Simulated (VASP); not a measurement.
# CaMg (P4/mmm) in VASP: notebook

CaMg is run at these levels: LDA; tasks: single point.

Program: VASP 6.6.1. These are calculated values, not measurements. Logs are shortened: lines on timing, memory, paths and dates and some standing lists are left out, and cuts for length are marked.

### Step 1. The cell of the first run

Symmetry: P4/mmm, No. 123, tetragonal system. Conventional cell: a = 3.662 Å, b = 3.662 Å, c = 4.511 Å, α = 90.00°, β = 90.00°, γ = 90.00°. Within 4.5 Å of Ca (site symmetry 4/mmm) lie 8 Mg at 3.43 Å and 4 Ca at 3.66 Å. Within 4.5 Å of Mg (site symmetry 4/mmm) lie 8 Ca at 3.43 Å and 4 Mg at 3.66 Å.

### Step 2. Single point, LDA (volume 30.249 Å^3 an atom, c/a of the conventional cell 1.2320)

INCAR

```
SYSTEM = CaMg
PREC     = Accurate       ! precision mode
ENCUT    = 520            ! plane-wave cutoff, eV
EDIFF    = 1E-7           ! SCF threshold, eV
ISMEAR   = 0              ! smearing method
SIGMA    = 0.15           ! smearing width, eV
LREAL    = .False.        ! projectors in reciprocal space
LASPH    = .True.         ! aspherical terms in the spheres
NELM     = 100            ! most SCF steps
ALGO     = Fast           ! electronic algorithm
ISIF     = 2              ! what is computed and relaxed
LWAVE    = .False.        ! write WAVECAR
LCHARG   = .False.        ! write CHGCAR
NBANDS   = 13             ! bands
```

KPOINTS

```
Automatic mesh
0
Gamma
  14 14 14
  0 0 0
```

POSCAR

```
CaMg
1.0
    3.6619305481      0.0000000000      0.0000000000
    0.0000000000      3.6619305481      0.0000000000
    0.0000000000      0.0000000000      4.5114984353
Ca Mg
1 1
Direct
    0.0000000000      0.0000000000      0.0000000000
    0.5000000000      0.5000000000      0.5000000000
```

Potentials or basis: VASP PAW LDA potentials, release 64 (Ca_sv, Mg).

On the command line:

```bash
$ cat potpaw_LDA.64/Ca_sv/POTCAR potpaw_LDA.64/Mg/POTCAR > POTCAR
$ mpirun -np 1 vasp_std > vasp.out
```

OUTCAR:

```text
SYSTEM = CaMg
   PREC = Accurate
   ENCUT = 520
   EDIFF = 1E-7
   ISMEAR = 0
   LREAL = .False.
   LASPH = .True.
   NELM = 100
   ISIF = 2

 ion  position               nearest neighbor table
   1  0.000  0.000  0.000-
   2  0.500  0.500  0.500-

  LATTYP: Found a simple tetragonal cell.
 ALAT       =     3.6619305481
 C/A-ratio  =     1.2320000000

  Lattice vectors:

 A1 = (   3.6619305481,   0.0000000000,   0.0000000000)
 A2 = (   0.0000000000,   3.6619305481,   0.0000000000)
 A3 = (   0.0000000000,   0.0000000000,   4.5114984353)

Analysis of symmetry for initial positions (statically):
=====================================================================
 Subroutine PRICEL returns:
 Original cell was already a primitive cell.

 Routine SETGRP: Setting up the symmetry group for a
 simple tetragonal supercell.

 Subroutine GETGRP returns: Found 16 space group operations
 (whereof 16 operations were pure point group operations)
 out of a pool of 16 trial point group operations.

The static configuration has the point symmetry D_4h.

Analysis of symmetry for dynamics (positions and initial velocities):
=====================================================================
 Subroutine PRICEL returns:
 Original cell was already a primitive cell.

 Routine SETGRP: Setting up the symmetry group for a
 simple tetragonal supercell.

 Subroutine GETGRP returns: Found 16 space group operations
 (whereof 16 operations were pure point group operations)
 out of a pool of 16 trial point group operations.

The dynamic configuration has the point symmetry D_4h.

 Subroutine INISYM returns: Found 16 space group operations
 (whereof 16 operations are pure point group operations),
 and found     1 'primitive' translations

----------------------------------------------------------------------------------------

                                     Primitive cell

  volume of cell :      60.4980

  direct lattice vectors                    reciprocal lattice vectors
     3.661930548  0.000000000  0.000000000     0.273080002  0.000000000  0.000000000
     0.000000000  3.661930548  0.000000000     0.000000000  0.273080002  0.000000000
     0.000000000  0.000000000  4.511498435     0.000000000  0.000000000  0.221655845

  length of vectors
     3.661930548  3.661930548  4.511498435     0.273080002  0.273080002  0.221655845

  position of ions in fractional coordinates (direct lattice)
     0.000000000  0.000000000  0.000000000
     0.500000000  0.500000000  0.500000000

  ion indices of the primitive-cell ions
   primitive index   ion index
                 1           1
                 2           2

----------------------------------------------------------------------------------------

 KPOINTS: Automatic mesh

Automatic generation of k-mesh.
 Grid dimensions read from file:
 generate k-points for:   14   14   14

 Generating k-lattice:

  Cartesian coordinates                     Fractional coordinates (reciprocal lattice)
     0.019505714  0.000000000  0.000000000     0.071428571  0.000000000  0.000000000
     0.000000000  0.019505714  0.000000000     0.000000000  0.071428571  0.000000000
     0.000000000  0.000000000  0.015832560     0.000000000  0.000000000  0.071428571

  Length of vectors
     0.019505714  0.019505714  0.015832560

  Shift w.r.t. Gamma in fractional coordinates (k-lattice)
     0.000000000  0.000000000  0.000000000

 Subroutine IBZKPT returns following result:
 ===========================================

 Found    288 irreducible k-points:

 Following reciprocal coordinates:
            Coordinates               Weight
  0.000000  0.000000  0.000000      1.000000
  0.071429  0.000000  0.000000      4.000000
  0.142857  0.000000  0.000000      4.000000
  0.214286  0.000000  0.000000      4.000000
  0.285714  0.000000  0.000000      4.000000
  0.357143  0.000000  0.000000      4.000000
[... 16 lines left out ...]
  0.285714  0.214286  0.000000      8.000000
  0.357143  0.214286  0.000000      8.000000
 [... further k-points ...]
   k-points           NKPTS =    288   k-points in BZ     NKDIM =    288   number of bands    NBANDS=     13
   number of dos      NEDOS =    301   number of ions     NIONS =      2
   total plane-waves  NPLWV =  28224
   dimension x,y,z NGX =    28 NGY =   28 NGZ =   36
   dimension x,y,z NGXF=    56 NGYF=   56 NGZF=   72
   ions per type =               1   1
   NGX,Y,Z   is equivalent  to a cutoff of  12.71, 12.71, 13.27 a.u.
   NGXF,Y,Z  is equivalent  to a cutoff of  25.42, 25.42, 26.53 a.u.
 SYSTEM =  CaMg
   PREC   = accura    normal or accurate (medium, high low for compatibility)
   ISTART =      0    job   : 0-new  1-cont  2-samecut
   ICHARG =      2    charge: 1-file 2-atom 10-const
   ISPIN  =      1    spin polarized calculation?
   LNONCOLLINEAR =      F non collinear calculations
   LSORBIT =      F    spin-orbit coupling
   LASPH  =      T    aspherical Exc in radial PAW
   ENCUT  =  520.0 eV  38.22 Ry    6.18 a.u.   6.81  6.81  8.39*2*pi/ulx,y,z
   NELM   =    100;   NELMIN=  2; NELMDL= -5     # of ELM steps
   EDIFF  = 0.1E-06   stopping-criterion for ELM
   LREAL  =      F    real-space projection
   EDIFFG = 0.1E-05   stopping-criterion for IOM
   NSW    =      0    number of steps for IOM
   IBRION =     -1    ionic relax: 0-MD 1-quasi-New 2-CG
   NFREE  =      0    steps in history (QN), initial steepest desc. (CG)
   ISIF   =      2    stress and relaxation
   ISYM   =      2    0-nonsym 1-usesym 2-fastsym
   POTIM  = 0.5000    time-step for ionic-motion
   TEBEG  =    0.0;   TEEND  =   0.0 temperature during run
   PSTRESS=    0.0 pullay stress
   NELECT =      12.0000    total number of electrons
   NUPDOWN=      -1.0000    fix difference up-down
   EMIN   =  10.00;   EMAX   =-10.00  energy-range for DOS
   EFERMI =   0.00;   METHOD = LEGACY
   ISMEAR =     0;   SIGMA  =   0.15  broadening in eV -4-tet -1-fermi 0-gaus
   EFERMI_NEDOS =   21; number of points for ismear=-14 and -15
   IALGO  =     68    algorithm
   IMIX   =      4    mixing-type and parameters
     AMIX     =   0.40;   BMIX     =  1.00
     AMIX_MAG =   1.60;   BMIX_MAG =  1.00
  volume/ion in A,a.u.               =      30.25       204.13
  Fermi-wavevector in a.u.,A,eV,Ry     =   0.954747  1.804210 12.402276  0.911542
  Thomas-Fermi vector in A             =   2.083522
   LORBIT       =      0    0 simple, 1 ext, 2 COOP (PROOUT), +10 PAW based schemes
   GGA     = CA    functional components
   LHFCALC =     F    Hartree Fock is set to
   AEXX    =    0.0000 exact exchange contribution
   IVDW    =     0    specifies the selected vdW correction
   LEPSILON=     F    determine dielectric tensor
   LRPA    =     F    only Hartree local field effects (RPA)
 non-spin polarized calculation
 RMM-DIIS sequential band-by-band and
 Gauss-broadening in eV      SIGMA  =   0.15
  energy-cutoff  :      520.00
  volume of cell :       60.50
 maximum number of plane-waves:      1652
 NGX is ok and might be reduce to    28
   NGX = 13   NGY = 13   NGZ = 17

 number of electron      11.9999999 magnetization

 Free energy of the ion-electron system (eV)
  ---------------------------------------------------
  ext. energy  EPLUGINS =         0.00000000
  ---------------------------------------------------
  free energy    TOTEN  =        -4.23608214 eV

  energy without entropy =       -4.21595754  energy(sigma->0) =       -4.22601984

 E-fermi :   2.1449     XC(G=0):  -8.4860

 val. band max:        2.1395696917   @ k =   0.2857   0.0714   0.0000
 cond. band min:       2.1525274728   @ k =   0.3571   0.3571   0.2857
 fundamental gap:      0.0129577811
 Fermi energy:         2.1448972149

 k-point     1 :       0.0000    0.0000    0.0000
  band No.  band energies     occupation
      1     -38.8657      2.00000
      2     -20.1684      2.00000
      3     -20.1068      2.00000
      4     -20.1068      2.00000
      5      -3.0753      2.00000
      6       2.6216      0.00001
      7       3.2658      0.00000
      8       4.0392      0.00000
      9       5.8044      0.00000
     10       5.8044      0.00000
     11       6.4139      0.00000
     12       7.6315      0.00000
     13       7.6315      0.00000

 k-point     2 :       0.0714    0.0000    0.0000
  band No.  band energies     occupation
      1     -38.8651      2.00000
      2     -20.1676      2.00000
      3     -20.1147      2.00000
      4     -20.1062      2.00000
      5      -3.0126      2.00000
      6       2.6635      0.00000
      7       3.2486      0.00000
      8       3.9830      0.00000
      9       5.8174      0.00000
     10       5.8748      0.00000
     11       6.2692      0.00000
     12       7.1914      0.00000
     13       7.8019      0.00000

 k-point     3 :       0.1429    0.0000    0.0000
  band No.  band energies     occupation
      1     -38.8635      2.00000
      2     -20.1652      2.00000
      3     -20.1367      2.00000
      4     -20.1043      2.00000
      5      -2.8262      2.00000
      6       2.7656      0.00000
      7       3.1622      0.00000
      8       3.8397      0.00000
      9       5.8541      0.00000
     10       5.9706      0.00000
     11       6.0659      0.00000
     12       6.5000      0.00000
     13       8.1839      0.00000

 k-point     4 :       0.2143    0.0000    0.0000
  band No.  band energies     occupation
      1     -38.8611      2.00000
      2     -20.1683      2.00000
      3     -20.1619      2.00000
      4     -20.1015      2.00000
      5      -2.5203      2.00000
      6       2.6701      0.00000
      7       3.1173      0.00000
      8       3.6581      0.00000
      9       5.6559      0.00000
     10       5.9084      0.00000
     11       6.0882      0.00000
     12       6.3414      0.00000
     13       8.7243      0.00000

 k-point     5 :       0.2857    0.0000    0.0000
  band No.  band energies     occupation
      1     -38.8584      2.00000
      2     -20.2031      2.00000
      3     -20.1581      2.00000
      4     -20.0985      2.00000
      5      -2.1017      2.00000
      6       2.0983      1.33962
      7       3.3195      0.00000
      8       3.4800      0.00000
      9       5.3802      0.00000
     10       5.9704      0.00000
     11       6.0859      0.00000
     12       6.6711      0.00000
     13       8.5150      0.00000
[... 257 lines left out ...]
 k-point    22 :       0.2143    0.2143    0.0000
  band No.  band energies     occupation
      1     -38.8564      2.00000
      2     -20.1639      2.00000
      3     -20.1599      2.00000
      4     -20.1554      2.00000
      5      -1.9881      2.00000
      6       2.9385      0.00000
      7       2.9987      0.00000
      8       3.6947      0.00000
      9       4.7713      0.00000
     10       5.0989      0.00000
     11       6.5967      0.00000
     12       6.7960      0.00000
     13       7.4789      0.00000

 k-point    23 :       0.2857    0.2143    0.0000
  band No.  band energies     occupation
      1     -38.8538      2.00000
      2     -20.1962      2.00000
      3     -20.1581      2.00000
      4     -20.1518      2.00000
      5      -1.5884      2.00000
      6       2.4438      0.00483
      7       3.1836      0.00000
      8       3.6628      0.00000
      9       4.7024      0.00000
     10       4.9807      0.00000
     11       6.4091      0.00000
     12       6.9697      0.00000
     13       7.8961      0.00000

 k-point    24 :       0.3571    0.2143    0.0000
  band No.  band energies     occupation
      1     -38.8514      2.00000
      2     -20.2267      2.00000
      3     -20.1549      2.00000
      4     -20.1485      2.00000
      5      -1.0929      2.00000
      6       1.7336      1.99989
      7       3.4383      0.00000
      8       3.5987      0.00000
      9       4.5906      0.00000
     10       4.9673      0.00000
     11       6.5486      0.00000
     12       7.2697      0.00000
     13       8.2971      0.00000

 [... further k-points ...]
[... 5 lines left out ...]
  --------------------------------------------------------------------------------------
  -------------------------------------------------------------------------------------
  Total       -0.3951972     -0.3951972     -0.8520783      0.0000000      0.0000000      0.0000000
  in kB      -10.4660650    -10.4660650    -22.5657131      0.0000000      0.0000000      0.0000000
  external PRESSURE =     -14.4992810 kB  Pullay stress =       0.0000000 kB

 VOLUME and BASIS-vectors are now :
 -----------------------------------------------------------------------------
  energy-cutoff  :      520.00
  volume of cell :       60.50
      direct lattice vectors                 reciprocal lattice vectors
     3.661930548  0.000000000  0.000000000     0.273080002  0.000000000  0.000000000
     0.000000000  3.661930548  0.000000000     0.000000000  0.273080002  0.000000000
     0.000000000  0.000000000  4.511498435     0.000000000  0.000000000  0.221655845

 POSITION                                       TOTAL-FORCE (eV/Angst)
 -----------------------------------------------------------------------------------
      0.00000      0.00000      0.00000         0.000000      0.000000      0.000000
      1.83097      1.83097      2.25575         0.000000      0.000000      0.000000
 -----------------------------------------------------------------------------------
    total drift:                               -0.000000     -0.000000     -0.000000

  FREE ENERGIE OF THE ION-ELECTRON SYSTEM (eV)
  ---------------------------------------------------
  free  energy   TOTEN  =        -4.2360821425 eV

  energy  without entropy=       -4.2159575446  energy(sigma->0) =       -4.22601984
```

Wall time 5.5 min (1 thread of Intel Xeon 6975P-C, shared host); peak memory 0.36 GiB.

What came out:

* Free energy: -4.2361 eV
* Pressure: -1.4 GPa
* Band gap on the k mesh: zero (band 6 reaches 2.94 eV, above the bottom of band 7 at 1.75 eV)

Levels at points of the mesh, in eV from the Fermi level:
| k point | band 2 | band 3 | band 4 | band 5 | band 6 | band 7 | band 8 | band 9 | band 10 | band 11 |
| --- | --- | --- | --- | --- | --- | --- | --- | --- | --- | --- |
| (0.00, 0.00, 0.00) | -22.31 | -22.25 | -22.25 | -5.22 | 0.48 | 1.12 | 1.89 | 3.66 | 3.66 | 4.27 |
| (0.50, 0.00, 0.00) | -22.41 | -22.30 | -22.24 | -2.56 | -2.22 | 1.06 | 1.68 | 2.85 | 3.94 | 5.03 |
| (0.50, 0.50, 0.00) | -22.39 | -22.39 | -22.28 | -1.37 | 0.29 | 0.29 | 0.81 | 2.05 | 2.05 | 5.01 |
| (0.00, 0.00, 0.50) | -22.33 | -22.25 | -22.25 | -3.62 | -2.89 | 1.44 | 2.89 | 2.89 | 3.32 | 4.31 |
| (0.50, 0.00, 0.50) | -22.41 | -22.31 | -22.24 | -2.11 | -0.61 | -0.27 | 0.07 | 3.04 | 3.45 | 3.62 |
| (0.50, 0.50, 0.50) | -22.39 | -22.39 | -22.30 | -0.39 | -0.21 | -0.21 | 1.57 | 2.85 | 2.97 | 2.97 |

### Step 3. Single point, LDA (volume 30.249 Å^3 an atom, c/a of the conventional cell 1.4158)

INCAR

```
ALGO = Fast ; EDIFF = 1E-6
ENCUT = 520 ; ISIF = 2
ISMEAR = 0 ; LASPH = T
LCHARG = F ; LREAL = F
LWAVE = F ; NBANDS = 13
NELM = 60 ; PREC = Accurate
SIGMA = 0.15
```

KPOINTS

```
k-points
0
Gamma
  14 14 14
```

POSCAR

```
CaMg
1.0
    3.4960666471      0.0000000000      0.0000000000
    0.0000000000      3.4960666471      0.0000000000
    0.0000000000      0.0000000000      4.9497311590
Ca Mg
1 1
Direct
    0.0000000000      0.0000000000      0.0000000000
    0.5000000000      0.5000000000      0.5000000000
```

Potentials or basis: VASP PAW LDA potentials, release 64 (Ca_sv, Mg).

On the command line:

```bash
$ cat potpaw_LDA.64/Ca_sv/POTCAR potpaw_LDA.64/Mg/POTCAR > POTCAR
$ mpirun -np 1 vasp_std > vasp.out
```

Run time: 3.7 min. Hardware: 1 thread of Intel Xeon 6975P-C, shared host; peak memory 0.37 GiB.

It converged, with:

| Property | Result |
| --- | --- |
| Free energy | -4.1812 eV |
| Pressure | -1.4 GPa |
| Band gap on the k mesh | zero (band 6 reaches 2.91 eV, above the bottom of band 7 at 1.72 eV) |

Stress tensor (GPa, compression positive):
```
-0.70  0.00  0.00
 0.00 -0.70  0.00
 0.00  0.00 -2.76
```

Levels at points of the mesh, in eV from the Fermi level:
| k point | band 3 | band 4 | band 5 | band 6 | band 7 | band 8 | band 9 | band 10 |
| --- | --- | --- | --- | --- | --- | --- | --- | --- |
| (0.00, 0.00, 0.00) | -22.25 | -22.25 | -5.25 | -0.04 | 0.76 | 1.16 | 3.74 | 3.74 |
| (0.50, 0.00, 0.00) | -22.33 | -22.23 | -2.29 | -2.06 | 0.47 | 1.53 | 3.16 | 4.07 |
| (0.50, 0.50, 0.00) | -22.45 | -22.30 | -1.04 | 0.70 | 0.70 | 1.13 | 1.74 | 1.74 |
| (0.00, 0.00, 0.50) | -22.25 | -22.25 | -4.00 | -3.13 | 1.31 | 2.53 | 3.32 | 3.32 |
| (0.50, 0.00, 0.50) | -22.34 | -22.23 | -2.12 | -0.76 | -0.21 | -0.02 | 3.03 | 3.23 |
| (0.50, 0.50, 0.50) | -22.45 | -22.31 | -0.40 | -0.01 | -0.01 | 1.85 | 2.94 | 3.21 |
